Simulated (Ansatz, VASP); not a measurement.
**Ge: VASP beside Ansatz**

POSCAR

```
Ge
1.0
    1.4880529250     -2.5946896100      0.0000000000
    1.4880529250      2.5946896100      0.0000000000
    0.0000000000      0.0000000000      4.7275957900
Ge
2
Direct
    0.3334466300      0.6665533700      0.2500000000
    0.6665533700      0.3334466300      0.7500000000
```

Contents of INCAR.step1:

```
SYSTEM = Ge
  PREC = Accurate
  ENCUT = 520
  EDIFF = 1E-5
  ISMEAR = -1
  SIGMA = 0.05
  LREAL = .False.
  LASPH = .True.
  NELM = 60
  ALGO = Normal
  ISIF = 2
  LWAVE = .True.
  LCHARG = .False.
  GGA = PE
  NBANDS = 21
```

The input INCAR.step2:

```
SYSTEM = Ge
  PREC = Accurate
  ENCUT = 520
  EDIFF = 1E-6
  ISMEAR = -1
  SIGMA = 0.05
  LREAL = .False.
  LASPH = .True.
  NELM = 60
  ALGO = Normal
  ISIF = 2
  LWAVE = .False.
  LCHARG = .False.
  GGA = PE
  LHFCALC = .True.
  AEXX = 0.25
  HFSCREEN = 0.6
  PRECFOCK = Normal
  ISTART = 1
  NBANDS = 21
```

The input KPOINTS:

```
regular mesh
0
Gamma
  5 5 3
  0 0 0
```

File input.yaml:

```yaml
crystal:
  lattice:
    - [1.488052925, -2.59468961, 0.0]
    - [1.488052925, 2.59468961, 0.0]
    - [0.0, 0.0, 4.72759579]
  atoms:
    - { symbol: Ge, position: [0.33344663, 0.66655337, 0.25] }
    - { symbol: Ge, position: [0.66655337, 0.33344663, 0.75] }
hamiltonian:
  xc: { exchange: pbe, correlation: pbe, exx: { coeff: 0.25, omega: 0.6 } }
  pseudopotentials: { kind: paw }
kpoints:
  mp_grid: { grid: [5, 5, 3] }
scf:
  occupations: { method: fermi_dirac, width: 0.05 }
output:
  forces: true
  stress: true
  eigenvalues: true
  write_density: true
  write_potential: true
  elf: true
  volumetric_format: npy
```

Alike in both runs: task single point; functional PBE-based screened hybrid with a share of 0.25 of exact exchange and HFSCREEN = 0.6; k mesh 5 × 5 × 3; occupations fermi-dirac, width 0.05 eV; no spin polarisation.

|  | VASP | Ansatz |
| --- | --- | --- |
| version | VASP 6.6.1 | Ansatz 0.2.0 |
| potentials or method | VASP PAW PBE potentials, release 64 (Ge_d) | Ansatz PAW |
| plane-wave cutoff (eV) | 520 | 420 |
| valence electrons in the cell | 28 | 28 |

```tsv
	VASP	Ansatz	Ansatz less VASP
gap on the k mesh at the Fermi level (eV)	none	none	-
pressure (GPa)	4.2	4.0	-0.22
traceless stress, the component that is largest in VASP (GPa)	5.96	5.95	-0.010
rms of the force components (eV/Å)	0.008	0.008	0.0000
```

VASP's potentials were made for PBE, not for PBE-based screened hybrid. Atom by atom the forces differ by 0.000 eV/Å (rms over components). A gap of «none» marks a metal or a gap that the smearing closes.

The k mesh is coarse, so the values compare programs but aren't converged.
